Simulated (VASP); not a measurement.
# WSe2 (R-3m) in VASP: a series of runs

WSe2 is run at these levels: PBE+D3(BJ), PBE+D4, r2SCAN; tasks: relaxation of cell and atoms, single point.

All numbers are computed with VASP 6.6.1; they aren't measurements. Logs are shortened: lines on timing, memory, paths and dates and some standing lists are left out, and cuts for length are marked.

## Step 1: The cell of the first run

It takes space group R-3m (No. 166, trigonal). Conventional cell: a = 4.259 Å, b = 4.259 Å, c = 19.293 Å, α = 90.00°, β = 90.00°, γ = 120.00°. Within 4.0 Å of W (site symmetry -3m) lie 6 Se at 3.01 Å. Within 4.0 Å of Se (site symmetry 3m) lie 3 W at 3.01 Å and 3 Se at 3.86 Å.

## Step 2: Relaxation of cell and atoms, PBE+D3(BJ)

INCAR

```
SYSTEM = WSe2
PREC = Accurate ; ENCUT = 600
EDIFF = 1E-6 ; ISMEAR = -1
SIGMA = 0.02 ; LREAL = .FALSE.
LASPH = .TRUE. ; NELM = 80
ALGO = Normal ; ISIF = 3
LWAVE = .FALSE. ; LCHARG = .FALSE.
GGA = PE ; IVDW = 12
IBRION = 2 ; NSW = 80
EDIFFG = -0.005
```

KPOINTS

```
regular mesh
0
G
  6 6 6
  0 0 0
```

POSCAR

```
WSe2
1.0
    2.1293631300      1.2293883763      6.4309648620
   -2.1293631300      1.2293883763      6.4309648620
    0.0000000000     -2.4587767526      6.4309648620
W Se
1 2
Direct
    0.0000000000      0.0000000000      0.0000000000
    0.2436380093      0.2436380093      0.2436380093
    0.7563619907      0.7563619907      0.7563619907
```

Potentials or basis: VASP PAW PBE potentials, release 64 (W_sv, Se).

Command:

```sh
$ cat potpaw_PBE.64/W_sv/POTCAR potpaw_PBE.64/Se/POTCAR > POTCAR
$ mpirun -np 1 vasp_std > vasp.out
```

OUTCAR:

```text
SYSTEM = WSe2
   PREC = Accurate
   ENCUT = 600
   EDIFF = 1E-6
   ISMEAR = -1
   LREAL = .FALSE.
   LASPH = .TRUE.
   NELM = 80
   ISIF = 3
   GGA = PE
   IVDW = 12
   IBRION = 2
   NSW = 80
   EDIFFG = -0.005
 IVDW          = 12

 ion  position               nearest neighbor table
   1  0.000  0.000  0.000-   3 3.01   2 3.01   3 3.01   3 3.01   2 3.01   2 3.01
   2  0.244  0.244  0.244-   1 3.01   1 3.01   1 3.01
   3  0.756  0.756  0.756-   1 3.01   1 3.01   1 3.01

  LATTYP: Found a trigonal (rhomboedric) cell.
 ALAT       =     6.8849758297
 COS(alpha) =     0.8086957512

  Lattice vectors:

 A1 = (   2.1293631300,   1.2293883763,   6.4309648620)
 A2 = (  -2.1293631300,   1.2293883763,   6.4309648620)
 A3 = (   0.0000000000,  -2.4587767526,   6.4309648620)

Analysis of symmetry for initial positions (statically):
=====================================================================
 Subroutine PRICEL returns:
 Original cell was already a primitive cell.

 Routine SETGRP: Setting up the symmetry group for a
 trigonal (rhombohedral) supercell.

 Subroutine GETGRP returns: Found 12 space group operations
 (whereof 12 operations were pure point group operations)
 out of a pool of 12 trial point group operations.

The static configuration has the point symmetry D_3d.

Analysis of symmetry for dynamics (positions and initial velocities):
=====================================================================
 Subroutine PRICEL returns:
 Original cell was already a primitive cell.

 Routine SETGRP: Setting up the symmetry group for a
 trigonal (rhombohedral) supercell.

 Subroutine GETGRP returns: Found 12 space group operations
 (whereof 12 operations were pure point group operations)
 out of a pool of 12 trial point group operations.

The dynamic configuration has the point symmetry D_3d.

 Subroutine INISYM returns: Found 12 space group operations
 (whereof 12 operations are pure point group operations),
 and found     1 'primitive' translations

----------------------------------------------------------------------------------------

                                     Primitive cell

  volume of cell :     101.0104

  direct lattice vectors                    reciprocal lattice vectors
     2.129363130  1.229388376  6.430964862     0.234811993  0.135568767  0.051832554
    -2.129363130  1.229388376  6.430964862    -0.234811993  0.135568767  0.051832554
     0.000000000 -2.458776753  6.430964862     0.000000000 -0.271137535  0.051832554

  length of vectors
     6.884975830  6.884975830  6.884975830     0.276047417  0.276047417  0.276047417

  position of ions in fractional coordinates (direct lattice)
[... 79 lines left out ...]
   ENCUT  =  600.0 eV  44.10 Ry    6.64 a.u.  13.75 13.75 13.75*2*pi/ulx,y,z
   NELM   =     80;   NELMIN=  2; NELMDL= -5     # of ELM steps
   EDIFF  = 0.1E-05   stopping-criterion for ELM
   LREAL  =      F    real-space projection
   EDIFFG = -.5E-02   stopping-criterion for IOM
   NSW    =     80    number of steps for IOM
   IBRION =      2    ionic relax: 0-MD 1-quasi-New 2-CG
   NFREE  =      1    steps in history (QN), initial steepest desc. (CG)
   ISIF   =      3    stress and relaxation
   ISYM   =      2    0-nonsym 1-usesym 2-fastsym
   POTIM  = 0.5000    time-step for ionic-motion
   TEBEG  =    0.0;   TEEND  =   0.0 temperature during run
   PSTRESS=    0.0 pullay stress
   NELECT =      26.0000    total number of electrons
   NUPDOWN=      -1.0000    fix difference up-down
   EMIN   =  10.00;   EMAX   =-10.00  energy-range for DOS
   EFERMI =   0.00;   METHOD = LEGACY
   ISMEAR =    -1;   SIGMA  =   0.02  broadening in eV -4-tet -1-fermi 0-gaus
   EFERMI_NEDOS =   21; number of points for ismear=-14 and -15
   IALGO  =     38    algorithm
   IMIX   =      4    mixing-type and parameters
     AMIX     =   0.40;   BMIX     =  1.00
     AMIX_MAG =   1.60;   BMIX_MAG =  1.00
  volume/ion in A,a.u.               =      33.67       227.22
  Fermi-wavevector in a.u.,A,eV,Ry     =   1.041383  1.967929 14.755230  1.084479
  Thomas-Fermi vector in A             =   2.176001
   LORBIT       =      0    0 simple, 1 ext, 2 COOP (PROOUT), +10 PAW based schemes
   GGA     = PE    functional components
   LHFCALC =     F    Hartree Fock is set to
   AEXX    =    0.0000 exact exchange contribution
   IVDW    =    12    specifies the selected vdW correction
   LEPSILON=     F    determine dielectric tensor
   LRPA    =     F    only Hartree local field effects (RPA)
 conjugate gradient relaxation of ions
 non-spin polarized calculation
  energy-cutoff  :      600.00
  volume of cell :      101.01
 maximum number of plane-waves:      3409
   NGX = 27   NGY = 27   NGZ = 27

--------------------------------------- Ionic step        1  -------------------------------------------

 number of electron      26.0000000 magnetization

 Free energy of the ion-electron system (eV)
  ---------------------------------------------------
  ext. energy  EPLUGINS =         0.00000000
  ---------------------------------------------------
  free energy    TOTEN  =       -16.67623764 eV

  energy without entropy =      -16.66940557  energy(sigma->0) =      -16.67282160

 E-fermi :   1.6829     XC(G=0):  -8.5212

 val. band max:        1.6742346050   @ k =   0.0000   0.0000   0.0000
 cond. band min:       1.6910347139   @ k =  -0.3333   0.3333   0.0000
 fundamental gap:      0.0168001088
 Fermi energy:         1.6828838007

 k-point     1 :       0.0000    0.0000    0.0000
  band No.  band energies     occupation
      1     -73.6013      2.00000
      2     -37.6956      2.00000
      3     -37.6956      2.00000
      4     -37.4805      2.00000
      5     -10.9333      2.00000
      6     -10.2166      2.00000
[... 587 lines left out ...]
  FREE ENERGIE OF THE ION-ELECTRON SYSTEM (eV)
  ---------------------------------------------------
  free  energy   TOTEN  =       -21.6134514404 eV

  energy  without entropy=      -21.6111493885  energy(sigma->0) =      -21.61230041

[... ionic steps 4 to 21 ...]

--------------------------------------- Ionic step       22  -------------------------------------------

 number of electron      25.9999999 magnetization

------------------------ aborting loop because EDIFF is reached ----------------------------------------
[... 77 lines left out ...]
--------------------------------------- Ionic step       24  -------------------------------------------

 number of electron      25.9999999 magnetization

 Free energy of the ion-electron system (eV)
  ---------------------------------------------------
  ext. energy  EPLUGINS =         0.00000000
  ---------------------------------------------------
  free energy    TOTEN  =       -20.82625189 eV

  energy without entropy =      -20.82467859  energy(sigma->0) =      -20.82546524

 E-fermi :   7.1051     XC(G=0): -11.0353

 val. band max:        6.8412583895   @ k =  -0.3333   0.5000   0.3333
 cond. band min:       7.1052224464   @ k =   0.5000   0.3333   0.1667
 fundamental gap:      0.2639640569
 Fermi energy:         7.1050547338

 k-point     1 :       0.0000    0.0000    0.0000
  band No.  band energies     occupation
      1     -67.6051      2.00000
      2     -31.8028      2.00000
      3     -31.7367      2.00000
      4     -31.7367      2.00000
      5      -8.6467      2.00000
      6      -7.0851      2.00000
[... 505 lines left out ...]
  FREE ENERGIE OF THE ION-ELECTRON SYSTEM (eV)
  ---------------------------------------------------
  free  energy   TOTEN  =       -22.2789416890 eV

  energy  without entropy=      -22.2773683952  energy(sigma->0) =      -22.27815504

 reached required accuracy - stopping structural energy minimisation
```

OSZICAR:

```text
N       E                     dE             d eps       ncg     rms          rms(c)
DAV:   1     0.178619294718E+03    0.17862E+03   -0.13204E+04  1136   0.153E+03
DAV:   2    -0.906339597819E+01   -0.18768E+03   -0.18579E+03  1412   0.328E+02
[... 201 lines left out ...]
  23 F= -.22278949E+02 E0= -.22278161E+02  d E =-.194229E-04
       N       E                     dE             d eps       ncg     rms          rms(c)
DAV:   1    -0.208266590276E+02   -0.18836E-02   -0.16124E-02  1088   0.111E+00    0.130E-01
DAV:   2    -0.208263842807E+02    0.27475E-03   -0.45074E-03  1144   0.434E-01    0.681E-02
DAV:   3    -0.208262735950E+02    0.11069E-03   -0.59076E-04  1158   0.129E-01    0.278E-02
DAV:   4    -0.208262516917E+02    0.21903E-04   -0.10277E-04  1100   0.709E-02    0.140E-02
DAV:   5    -0.208262518854E+02   -0.19371E-06   -0.61422E-06  1229   0.154E-02
  24 F= -.22278942E+02 E0= -.22278155E+02  d E =-.121237E-04
```

CONTCAR:

```text
WSe2
   1.00000000000000
     1.6253555499580885    0.9383994642943053    6.4009510261275775
    -1.6253555499580885    0.9383994642943053    6.4009510261275775
     0.0000000000000000   -1.8767989285886106    6.4009510261275775
  W               Se
     1     2
Direct
     0.0000000000000000    0.0000000000000000    0.0000000000000000
     0.2432454137679096    0.2432454137679096    0.2432454137679096
     0.7567545862320904    0.7567545862320904    0.7567545862320904

  0.00000000E+00  0.00000000E+00  0.00000000E+00
  0.00000000E+00  0.00000000E+00  0.00000000E+00
  0.00000000E+00  0.00000000E+00  0.00000000E+00
```

Wall time 18 min (1 thread of Intel Xeon 6975P-C (Granite Rapids), shared host); peak memory 0.51 GiB.

What came out:

* Free energy: -22.2789 eV
* Relaxed volume: 19.53 Å³/atom
* Relaxed cell: a = 6.670 Å, b = 6.670 Å, c = 6.670 Å, α = 28.21°, β = 28.21°, γ = 28.21°
* Space group after relaxing (to 0.1 Å): R-3m (No. 166)
* Energy gained by relaxing: 1560.1 meV/atom
* Ionic steps: 24
* Pressure after relaxing: 0.0 GPa
* Band gap on the k mesh: zero (bands 13 and 14 overlap by 0.40 eV)
* Dispersion energy per atom: -0.484 eV

The path:
```
step  energy change (eV)  largest force (eV/Å)  pressure (GPa)  volume (Å³)
   1              0.0000                2.7997          -20.49       101.01
   2             -1.8691                7.3845           57.45        50.14
   3             -4.0148                0.5578           -3.14        65.34
   4             -4.0321                0.8381           -1.06        64.27
   5             -4.0349                1.0130            0.25        63.65
   6             -4.4614                0.8011            0.87        61.19
   7             -4.6606                0.4372            1.52        58.65
   8             -4.0501                0.7821            9.36        52.88
   9             -4.6772                0.1900            1.54        57.97
  10             -4.6770                0.1589            1.64        57.84
  11             -4.6604                0.4823           -3.66        59.80
  12             -4.6801                0.0316            0.04        58.39
  13             -4.6803                0.0125            0.00        58.46
  14             -4.6803                0.0095            0.01        58.48
  15             -4.6803                0.0026            0.00        58.50
  16             -4.6803                0.0066            0.00        58.49
  17             -4.6803                0.0083            0.00        58.48
  18             -4.6803                0.0090           -0.01        58.48
  19             -4.6803                0.0015            0.05        58.48
  20             -4.6803                0.0040            0.09        58.48
  21             -4.6803                0.0039            0.10        58.48
  22             -4.6803                0.0032            0.07        58.49
  23             -4.6803                0.0022            0.04        58.52
  24             -4.6803                0.0003            0.01        58.58
```

Final structure:
```cif
data_structure
_symmetry_space_group_name_H-M 'P 1'
_symmetry_Int_Tables_number 1
_cell_length_a 6.6704
_cell_length_b 6.6704
_cell_length_c 6.6704
_cell_angle_alpha 28.206
_cell_angle_beta 28.206
_cell_angle_gamma 28.206
_cell_volume 58.58
loop_
_atom_site_label
_atom_site_type_symbol
_atom_site_fract_x
_atom_site_fract_y
_atom_site_fract_z
_atom_site_occupancy
W1 W 0.00000 0.00000 0.00000 1
Se1 Se 0.24325 0.24325 0.24325 1
Se2 Se 0.75675 0.75675 0.75675 1
```

Caveat: the volume moved by over 15 % at a fixed basis, so the end points are rough; spin-orbit coupling is left out, which moves the levels of the heavy elements.

(Continued in part 2 of 2.)

The gap in the log of VASP goes by the Fermi energy; the results here count the filled bands.